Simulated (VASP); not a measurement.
# MgCd2S3 (P3m1) in VASP: further runs

Runs on MgCd2S3. Level: PBE. Tasks: single point.

All numbers are computed with VASP 6.6.1; they aren't measurements. Logs are shortened: lines on timing, memory, paths and dates and some standing lists are left out, and cuts for length are marked.

## 1. The cell of the first run

The structure is trigonal, space group P3m1 (No. 156). Conventional cell: a = 4.001 Å, b = 4.001 Å, c = 19.593 Å, α = 90.00°, β = 90.00°, γ = 120.00°. Mg (site symmetry 3m) has 4 S at 2.43 to 2.51 Å within 3.2 Å. Within 3.2 Å of Mg (site symmetry 3m) lie 4 S at 2.43 to 2.51 Å. Within 3.2 Å of Cd (site symmetry 3m) lie 4 S at 2.43 to 2.51 Å. Cd (site symmetry 3m) has 4 S at 2.43 to 2.51 Å within 3.2 Å. Cd (site symmetry 3m) has 4 S at 2.43 to 2.51 Å within 3.2 Å. Cd (site symmetry 3m) has 4 S at 2.43 to 2.51 Å within 3.2 Å. Within 3.2 Å of S (site symmetry 3m) lie 4 Cd at 2.43 to 2.51 Å. Within 3.2 Å of S (site symmetry 3m) lie 3 Mg at 2.43 Å and 1 Cd at 2.51 Å.

## 2. Single point, PBE

File INCAR:

```
SYSTEM = MgCd2S3
PREC     = Accurate       ! precision mode
ENCUT    = 520            ! plane-wave cutoff, eV
EDIFF    = 1E-6           ! SCF threshold, eV
ISMEAR   = 0              ! smearing method
SIGMA    = 0.1            ! smearing width, eV
LREAL    = .False.        ! projectors in reciprocal space
LASPH    = .True.         ! aspherical terms in the spheres
NELM     = 60             ! most SCF steps
ALGO     = Normal         ! electronic algorithm
ISIF     = 2              ! what is computed and relaxed
LWAVE    = .False.        ! write WAVECAR
LCHARG   = .False.        ! write CHGCAR
GGA      = PE             ! functional
NBANDS   = 56             ! bands
```

File KPOINTS:

```
regular mesh
0
Gamma
  6 6 1
  0 0 0
```

File POSCAR:

```
MgCd2S3
1.0
    4.0011619100      0.0000000000      0.0000000000
   -2.0005809600      3.4651078600      0.0000000000
    0.0000000000      0.0000000000     19.5926150900
Mg Cd S
2 4 6
Direct
    0.6666666700      0.3333333300      0.5000000000
    0.6666666700      0.3333333300      0.8333333300
    0.3333333300      0.6666666700      0.0000000000
    0.3333333300      0.6666666700      0.3333333300
    0.3333333300      0.6666666700      0.6666666700
    0.6666666700      0.3333333300      0.1666666700
    0.3333333300      0.6666666700      0.1283333300
    0.3333333300      0.6666666700      0.4616666600
    0.3333333300      0.6666666700      0.7950000000
    0.6666666700      0.3333333300      0.2950000000
    0.6666666700      0.3333333300      0.6283333300
    0.6666666700      0.3333333300      0.9616666600
```

Potentials or basis: VASP PAW PBE potentials, release 64 (Mg, Cd, S).

Run with:

```console
$ cat potpaw_PBE.64/Mg/POTCAR potpaw_PBE.64/Cd/POTCAR potpaw_PBE.64/S/POTCAR > POTCAR
$ mpirun -np 1 vasp_std > vasp.out
```

OUTCAR:

```text
SYSTEM = MgCd2S3
   PREC = Accurate
   ENCUT = 520
   EDIFF = 1E-6
   ISMEAR = 0
   LREAL = .False.
   LASPH = .True.
   NELM = 60
   ISIF = 2
   GGA = PE

 ion  position               nearest neighbor table
   1  0.667  0.333  0.500-   8 2.43   8 2.43   8 2.43  11 2.51
   2  0.667  0.333  0.833-   9 2.43   9 2.43   9 2.43  12 2.51
   3  0.333  0.667  0.000-  12 2.43  12 2.43  12 2.43   7 2.51
   4  0.333  0.667  0.333-  10 2.43  10 2.43  10 2.43   8 2.51
   5  0.333  0.667  0.667-  11 2.43  11 2.43  11 2.43   9 2.51
   6  0.667  0.333  0.167-   7 2.43   7 2.43   7 2.43  10 2.51
   7  0.333  0.667  0.128-   6 2.43   6 2.43   6 2.43   3 2.51
   8  0.333  0.667  0.462-   1 2.43   1 2.43   1 2.43   4 2.51
   9  0.333  0.667  0.795-   2 2.43   2 2.43   2 2.43   5 2.51
  10  0.667  0.333  0.295-   4 2.43   4 2.43   4 2.43   6 2.51
  11  0.667  0.333  0.628-   5 2.43   5 2.43   5 2.43   1 2.51
  12  0.667  0.333  0.962-   3 2.43   3 2.43   3 2.43   2 2.51

  LATTYP: Found a hexagonal cell.
 ALAT       =     4.0011619100
 C/A-ratio  =     4.8967313822

  Lattice vectors:

 A1 = (   4.0011619100,   0.0000000000,   0.0000000000)
 A2 = (  -2.0005809600,   3.4651078600,   0.0000000000)
 A3 = (   0.0000000000,   0.0000000000,  19.5926150900)

Analysis of symmetry for initial positions (statically):
=====================================================================
 Subroutine PRICEL returns:
 Original cell was already a primitive cell.

 Routine SETGRP: Setting up the symmetry group for a
 hexagonal supercell.

 Subroutine GETGRP returns: Found  6 space group operations
 (whereof  6 operations were pure point group operations)
 out of a pool of 24 trial point group operations.

The static configuration has the point symmetry C_3v.

Analysis of symmetry for dynamics (positions and initial velocities):
=====================================================================
 Subroutine PRICEL returns:
 Original cell was already a primitive cell.

 Routine SETGRP: Setting up the symmetry group for a
 hexagonal supercell.

 Subroutine GETGRP returns: Found  6 space group operations
 (whereof  6 operations were pure point group operations)
 out of a pool of 24 trial point group operations.

The dynamic configuration has the point symmetry C_3v.

 Subroutine INISYM returns: Found  6 space group operations
 (whereof  6 operations are pure point group operations),
 and found     1 'primitive' translations

----------------------------------------------------------------------------------------

                                     Primitive cell

  volume of cell :     271.6410

  direct lattice vectors                    reciprocal lattice vectors
     4.001161910  0.000000000  0.000000000     0.249927402  0.144295653  0.000000000
    -2.000580960  3.465107860  0.000000000     0.000000000  0.288591305  0.000000000
     0.000000000  0.000000000 19.592615090     0.000000000  0.000000000  0.051039639

  length of vectors
     4.001161910  4.001161914 19.592615090     0.288591305  0.288591305  0.051039639

  position of ions in fractional coordinates (direct lattice)
     0.666666670  0.333333330  0.500000000
     0.666666670  0.333333330  0.833333330
     0.333333330  0.666666670  0.000000000
     0.333333330  0.666666670  0.333333330
     0.333333330  0.666666670  0.666666670
     0.666666670  0.333333330  0.166666670
     0.333333330  0.666666670  0.128333330
     0.333333330  0.666666670  0.461666660
     0.333333330  0.666666670  0.795000000
     0.666666670  0.333333330  0.295000000
     0.666666670  0.333333330  0.628333330
     0.666666670  0.333333330  0.961666660

  ion indices of the primitive-cell ions
   primitive index   ion index
                 1           1
                 2           2
                 3           3
                 4           4
                 5           5
                 6           6
                 7           7
                 8           8
                 9           9
                10          10
                11          11
[... 49 lines left out ...]
 Gauss-broadening in eV      SIGMA  =   0.10
  energy-cutoff  :      520.00
  volume of cell :      271.64
 maximum number of plane-waves:      7351
 NGX is ok and might be reduce to    30
   NGX = 15   NGY = 15   NGZ = 73

 number of electron      87.9999999 magnetization

 Free energy of the ion-electron system (eV)
  ---------------------------------------------------
  ext. energy  EPLUGINS =         0.00000000
  ---------------------------------------------------
  free energy    TOTEN  =       -40.65208211 eV

  energy without entropy =      -40.65208211  energy(sigma->0) =      -40.65208211

 E-fermi :   2.5187     XC(G=0):  -9.1812

 val. band max:        2.0276008067   @ k =   0.0000   0.0000   0.0000
 cond. band min:       3.8404679816   @ k =   0.0000   0.0000   0.0000
 fundamental gap:      1.8128671750
 Fermi energy:         2.5186707003

 k-point     1 :       0.0000    0.0000    0.0000
  band No.  band energies     occupation
      1     -10.7722      2.00000
      2     -10.5730      2.00000
      3     -10.5481      2.00000
      4     -10.3877      2.00000
      5      -9.9696      2.00000
      6      -9.8990      2.00000
[... 48 lines left out ...]
     55       8.7162      0.00000
     56       8.7184      0.00000

 k-point     2 :       0.1667    0.0000    0.0000
  band No.  band energies     occupation
      1     -10.6601      2.00000
      2     -10.4777      2.00000
      3     -10.4425      2.00000
      4     -10.3156      2.00000
      5      -9.8741      2.00000
      6      -9.8200      2.00000
[... 48 lines left out ...]
     55       8.2673      0.00000
     56       8.7393      0.00000
[... 234 lines left out ...]
     55       8.4022      0.00000
     56       8.6404      0.00000

 k-point     7 :       0.3333    0.3333    0.0000
  band No.  band energies     occupation
      1     -10.2089      2.00000
      2     -10.2072      2.00000
      3     -10.0707      2.00000
      4     -10.0672      2.00000
      5      -9.5096      2.00000
      6      -9.4982      2.00000
[... 48 lines left out ...]
     55       8.7256      0.00000
     56       8.9478      0.00000

------------------------ aborting loop because EDIFF is reached ----------------------------------------

  FORCE on cell =-STRESS in cart. coord.  units (eV):
  Direction    XX          YY          ZZ          XY          YZ          ZX
  --------------------------------------------------------------------------------------
  -------------------------------------------------------------------------------------
  Total       15.0796791     15.0796791      8.8954734     -0.0000000     -0.0000000      0.0000000
  in kB       88.9421025     88.9421026     52.4667734     -0.0000001     -0.0000000      0.0000000
  external PRESSURE =      76.7836595 kB  Pullay stress =       0.0000000 kB

 VOLUME and BASIS-vectors are now :
 -----------------------------------------------------------------------------
  energy-cutoff  :      520.00
  volume of cell :      271.64
      direct lattice vectors                 reciprocal lattice vectors
     4.001161910  0.000000000  0.000000000     0.249927402  0.144295653  0.000000000
    -2.000580960  3.465107860  0.000000000     0.000000000  0.288591305  0.000000000
     0.000000000  0.000000000 19.592615090     0.000000000  0.000000000  0.051039639

 POSITION                                       TOTAL-FORCE (eV/Angst)
 -----------------------------------------------------------------------------------
      2.00058      1.15504      9.79631        -0.000000     -0.000000      0.237011
      2.00058      1.15504     16.32718        -0.000000     -0.000000      0.235206
     -0.00000      2.31007      0.00000        -0.000000     -0.000000      0.360053
     -0.00000      2.31007      6.53087         0.000000      0.000000      0.433766
     -0.00000      2.31007     13.06174        -0.000000     -0.000000      0.408468
      2.00058      1.15504      3.26544        -0.000000     -0.000000      0.386870
     -0.00000      2.31007      2.51439         0.000000      0.000000     -0.390921
     -0.00000      2.31007      9.04526        -0.000000     -0.000000      0.439947
     -0.00000      2.31007     15.57613        -0.000000     -0.000000      0.435108
      2.00058      1.15504      5.77982         0.000000     -0.000000     -0.395910
      2.00058      1.15504     12.31069         0.000000      0.000000     -1.079127
      2.00058      1.15504     18.84156         0.000000     -0.000000     -1.070472
 -----------------------------------------------------------------------------------
    total drift:                                0.000021     -0.000013     -0.000792

  FREE ENERGIE OF THE ION-ELECTRON SYSTEM (eV)
  ---------------------------------------------------
  free  energy   TOTEN  =       -40.6520821133 eV

  energy  without entropy=      -40.6520821133  energy(sigma->0) =      -40.65208211
```

It took 2.3 min on 1 thread of Intel Xeon Platinum 8259CL at 2.50GHz (Skylake/Cascade Lake), shared host; peak memory 0.39 GiB.

Results:

```
Free energy            : -40.6521 eV
Pressure               : 7.7 GPa
Largest force          : 1.079 eV/Å
Band gap on the k mesh : 1.81 eV
```

Forces on the atoms (eV/Å):
```
Mg   0.000  0.000  0.237
Mg   0.000  0.000  0.235
Cd   0.000  0.000  0.360
Cd   0.000  0.000  0.434
Cd   0.000  0.000  0.408
Cd   0.000  0.000  0.387
S    0.000  0.000 -0.391
S    0.000  0.000  0.440
S    0.000  0.000  0.435
S    0.000  0.000 -0.396
S    0.000  0.000 -1.079
S    0.000  0.000 -1.070
```

Caveat: the cell stands under pressure; forces of over 1 eV/Å act on the atoms, so gaps and moduli don't describe the material at rest.

## 3. Single point, PBE

This run uses another cell than the first one, of 25.09 Å³/atom.

File INCAR:

```
SYSTEM = MgCd2S3
PREC = Accurate ; ENCUT = 520
EDIFF = 1E-6 ; ISMEAR = 0
SIGMA = 0.1 ; LREAL = .FALSE.
LASPH = .TRUE. ; NELM = 80
ALGO = Normal ; ISIF = 2
LWAVE = .FALSE. ; LCHARG = .FALSE.
GGA = PE ; NBANDS = 56
```

File KPOINTS:

```
Automatic mesh
0
G
  6 6 1
  0 0 0
```

File POSCAR:

```
MgCd2S3
1.0
    4.1512308422      0.0000000030      0.0000000000
   -2.0756154237      3.5950713648      0.0000000000
    0.0000000000      0.0000000000     20.1721874487
Mg Cd S
2 4 6
Direct
    0.6666666667      0.3333333333      0.5021450703
    0.6666666667      0.3333333333      0.8312017808
    0.3333333333      0.6666666667     -0.0025383430
    0.3333333333      0.6666666667      0.3395594446
    0.3333333333      0.6666666667      0.6687253741
    0.6666666667      0.3333333333      0.1682988588
    0.3333333333      0.6666666667      0.1249426162
    0.3333333333      0.6666666667      0.4670059675
    0.3333333333      0.6666666667      0.7960661944
    0.6666666667      0.3333333333      0.2958652518
    0.6666666667      0.3333333333      0.6248354185
    0.6666666667      0.3333333333      0.9538923459
```

Potentials or basis: VASP PAW PBE potentials, release 64 (Mg, Cd, S).

Run with:

```console
$ cat potpaw_PBE.64/Mg/POTCAR potpaw_PBE.64/Cd/POTCAR potpaw_PBE.64/S/POTCAR > POTCAR
$ mpirun -np 1 vasp_std > vasp.out
```

Wall time 2.2 min (1 thread of Intel Xeon Platinum 8259CL at 2.50GHz (Skylake/Cascade Lake), shared host); peak memory 0.43 GiB.

It converged, with:

```
Free energy            : -41.5044 eV
Pressure               : 0.1 GPa
Largest force          : 0.046 eV/Å
Band gap on the k mesh : 1.53 eV
```

Forces in eV/Å, atoms in the order of the input:
```
Mg   0.000  0.000  0.021
Mg   0.000  0.000  0.021
Cd   0.000  0.000  0.005
Cd   0.000  0.000  0.006
Cd   0.000  0.000  0.003
Cd   0.000  0.000  0.007
S    0.000  0.000 -0.006
S    0.000  0.000  0.021
S    0.000  0.000  0.022
S    0.000  0.000 -0.008
S    0.000  0.000 -0.045
S    0.000  0.000 -0.046
```

Levels at points of the mesh, in eV from the valence-band top:
| k point | band 41 | band 42 | band 43 | band 44 | band 45 | band 46 | band 47 | band 48 |
| --- | --- | --- | --- | --- | --- | --- | --- | --- |
| (0.00, 0.00, 0.00) | -0.23 | -0.20 | 0.00 | 0.00 | 1.53 | 2.58 | 2.68 | 3.03 |
| (0.50, 0.00, 0.00) | -1.04 | -0.98 | -0.98 | -0.72 | 3.25 | 3.46 | 3.80 | 3.94 |

## 4. Single point, PBE

This run uses another cell than the first one, of 25.05 Å³/atom.

File INCAR:

```
SYSTEM = MgCd2S3
ALGO     = Normal         ! electronic algorithm
EDIFF    = 1E-6           ! SCF threshold, eV
ENCUT    = 520            ! plane-wave cutoff, eV
GGA      = PE             ! functional
ISIF     = 2              ! what is computed and relaxed
ISMEAR   = 0              ! smearing method
LASPH    = .True.         ! aspherical terms in the spheres
LCHARG   = .False.        ! write CHGCAR
LREAL    = .False.        ! projectors in reciprocal space
LWAVE    = .False.        ! write WAVECAR
NBANDS   = 56             ! bands
NELM     = 60             ! most SCF steps
PREC     = Accurate       ! precision mode
SIGMA    = 0.1            ! smearing width, eV
```

File KPOINTS:

```
k-points
0
Gamma
  6 6 1
  0 0 0
```

File POSCAR:

```
MgCd2S3
1.0
    4.1485957449      0.0000000000      0.0000000000
   -2.0742978724      3.5927893051      0.0000000000
    0.0000000000      0.0000000000     20.1666349359
Mg Cd S
2 4 6
Direct
    0.6666666667      0.3333333333      0.5021991585
    0.6666666667      0.3333333333      0.8313276458
    0.3333333333      0.6666666667      0.9975511393
    0.3333333333      0.6666666667      0.3394955562
    0.3333333333      0.6666666667      0.6687139036
    0.6666666667      0.3333333333      0.1683098248
    0.3333333333      0.6666666667      0.1249473475
    0.3333333333      0.6666666667      0.4668760422
    0.3333333333      0.6666666667      0.7960030230
    0.6666666667      0.3333333333      0.2957817304
    0.6666666667      0.3333333333      0.6248317310
    0.6666666667      0.3333333333      0.9539628776
```

Run with:

```console
$ cat potpaw_PBE.64/Mg/POTCAR potpaw_PBE.64/Cd/POTCAR potpaw_PBE.64/S/POTCAR > POTCAR
$ mpirun -np 1 vasp_std > vasp.out
```

It took 2.3 min on 1 thread of Intel Xeon Platinum 8259CL at 2.50GHz (Skylake/Cascade Lake), shared host; peak memory 0.42 GiB.

Results (log left out):

```yaml
Free_energy: -41.5039 eV
Pressure: 0.2 GPa
Largest_force: 0.049 eV/Å
Band_gap_on_the_k_mesh: 1.53 eV
```

Forces in eV/Å, atoms in the order of the input:
```
Mg   0.000  0.000  0.010
Mg   0.000  0.000  0.010
Cd   0.000  0.000  0.004
Cd   0.000  0.000  0.007
Cd   0.000  0.000  0.006
Cd   0.000  0.000  0.006
S    0.000  0.000 -0.005
S    0.000  0.000  0.034
S    0.000  0.000  0.034
S    0.000  0.000 -0.005
S    0.000  0.000 -0.049
S    0.000  0.000 -0.049
```

Levels at points of the mesh, in eV from the valence-band top:
```csv
k point,band 42,band 43,band 44,band 45,band 46,band 47
"(0.00, 0.00, 0.00)",-0.20,0.00,0.00,1.53,2.59,2.68
"(0.50, 0.00, 0.00)",-0.99,-0.98,-0.72,3.25,3.46,3.80
```

## 5. Single point, PBE

This run uses another cell than the first one, of 25.05 Å³/atom.

File INCAR:

```
SYSTEM = MgCd2S3
PREC = Accurate
ENCUT = 520
EDIFF = 1E-6
ISMEAR = 0
SIGMA = 0.02
LREAL = .False.
LASPH = .True.
NELM = 100
ALGO = Normal
ISIF = 2
LWAVE = .False.
LCHARG = .True.
GGA = PE
LELF = .True.
LVHAR = .True.
NBANDS = 56
```

File KPOINTS:

```
Automatic mesh
0
Gamma
  6 6 2
  0 0 0
```

POSCAR is that of step 4.

Run with:

```console
$ cat potpaw_PBE.64/Mg/POTCAR potpaw_PBE.64/Cd/POTCAR potpaw_PBE.64/S/POTCAR > POTCAR
$ mpirun -np 1 vasp_std > vasp.out
```

It took 4.2 min on 1 thread of Intel Xeon Platinum 8259CL at 2.50GHz (Skylake/Cascade Lake), shared host; peak memory 0.5 GiB.

Results (log left out):

| Quantity | Value |
| --- | --- |
| Free energy | -41.5068 eV |
| Pressure | 0.2 GPa |
| Largest force | 0.049 eV/Å |
| Band gap on the k mesh | 1.53 eV |

Forces in eV/Å, atoms in the order of the input:
```
Mg   0.000  0.000  0.009
Mg   0.000  0.000  0.009
Cd   0.000  0.000  0.004
Cd   0.000  0.000  0.007
Cd   0.000  0.000  0.006
Cd   0.000  0.000  0.006
S    0.000  0.000 -0.006
S    0.000  0.000  0.034
S    0.000  0.000  0.034
S    0.000  0.000 -0.005
S    0.000  0.000 -0.049
S    0.000  0.000 -0.049
```

Levels at points of the mesh, in eV from the valence-band top:
```tsv
k point	band 40	band 41	band 42	band 43	band 44	band 45	band 46	band 47	band 48	band 49
(0.00, 0.00, 0.00)	-0.23	-0.23	-0.20	0.00	0.00	1.53	2.59	2.68	3.03	3.59
(0.50, 0.00, 0.00)	-1.12	-1.04	-0.99	-0.98	-0.72	3.25	3.46	3.80	3.94	4.25
(0.00, 0.00, 0.50)	-0.28	-0.20	-0.20	0.00	0.00	1.82	2.11	2.94	3.03	3.57
(0.50, 0.00, 0.50)	-1.17	-1.13	-1.10	-0.88	-0.74	3.42	3.45	3.69	3.83	4.22
```

A k mesh can miss the band edges.

## 6. The runs side by side

| cell | k mesh | smearing | gap on the mesh (eV) | pressure (GPa) | largest force (eV/Å) |
| --- | --- | --- | --- | --- | --- |
| a = 4.001, b = 4.001, c = 19.593 Å, angles 90.0, 90.0, 120.0°, 12 atoms, atomic positions A | 6 × 6 × 1 | gaussian 0.1 eV | 1.81 | 7.7 | 1.08 |
| a = 4.151, b = 4.151, c = 20.172 Å, angles 90.0, 90.0, 120.0°, 12 atoms, atomic positions B | 6 × 6 × 1 | gaussian 0.1 eV | 1.53 | 0.1 | 0.05 |
| a = 4.149, b = 4.149, c = 20.167 Å, angles 90.0, 90.0, 120.0°, 12 atoms, atomic positions C | 6 × 6 × 1 | gaussian 0.1 eV | 1.53 | 0.2 | 0.05 |
| a = 4.149, b = 4.149, c = 20.167 Å, angles 90.0, 90.0, 120.0°, 12 atoms, atomic positions C | 6 × 6 × 2 | gaussian 0.02 eV | 1.53 | 0.2 | 0.05 |

Alike in all rows: task single point; level PBE; potentials or basis VASP PAW PBE potentials, release 64 (Mg, Cd, S); no spin polarisation; cutoff (eV) 520.

Caveats: the cell stands under pressure (at least some runs); forces of over 1 eV/Å act on the atoms, so gaps and moduli don't describe the material at rest (at least some runs).

Absolute energies hang on the potentials; compare differences alone.
